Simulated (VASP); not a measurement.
Write the native input for VASP 6.6.1 that does the following.

```yaml
Task: relaxation of cell and atoms
Functional: PBE
Potentials_or_basis: VASP PAW PBE potentials, release 64 (Ag, Cl)
Cutoff: 500 eV
k_mesh: 6 × 6 × 6
Occupations: gaussian, width 0.1 eV
Spin: no spin polarisation
Dipole_correction: no
Further_INCAR_settings: ALGO = Normal; EDIFF = 1e-07; IBRION = 2; EDIFFG = -0.025; NSW = 80; ISIF = 3
```

The structure of AgCl lies in POSCAR:

```
AgCl
1.0
   -2.8299290077      0.0282026947     -2.7762429292
   -2.7955395922     -2.8014258698     -0.0061867208
   -5.6230955273      2.8396289336      2.7112777465
Ag Cl
2 2
Direct
    1.0332744882      1.0231750149      0.0015860717
    0.4578266273      0.5043838624      0.5057091533
    0.2533412165      0.1579505092      0.2550143623
    0.7555576680      0.8144906134      0.7376904127
```

The input as run:

INCAR

```
  PREC = Accurate
  ENCUT = 500
  EDIFF = 1E-7
  ISMEAR = 0
  SIGMA = 0.1
  LREAL = F
  LASPH = T
  NELM = 120
  ALGO = Normal
  ISIF = 3
  LWAVE = F
  LCHARG = F
  GGA = PE
  IBRION = 2
  NSW = 80
  EDIFFG = -0.025
  GGA_COMPAT = F
  NELMIN = 4
```

KPOINTS

```
regular mesh
0
Gamma
  6 6 6
```

Potentials or basis: VASP PAW PBE potentials, release 64 (Ag, Cl).

Run with:

```sh
$ cat potpaw_PBE.64/Ag/POTCAR potpaw_PBE.64/Cl/POTCAR > POTCAR
$ mpirun -np 1 vasp_std > vasp.out
```

It gave:

The relaxed volume is 22.57 Å³/atom, the relaxed cell is a = 3.987 Å, b = 3.992 Å, c = 6.930 Å, α = 72.36°, β = 75.11°, γ = 60.02° and the space group after relaxing (to 0.1 Å) is P1 (No. 1). The energy gained by relaxing is 33.4 meV/atom and the ionic steps are 15. The pressure after relaxing is 0.1 GPa and the largest force after relaxing is 0.020 eV/Å. The band gap on the k mesh is 1.05 eV (least direct gap 1.21 eV).

Wall time 14 min on 1 thread of Intel(R) Xeon(R) 6975P-C (Granite Rapids), with other jobs on the host, peak memory 0.33 GiB.
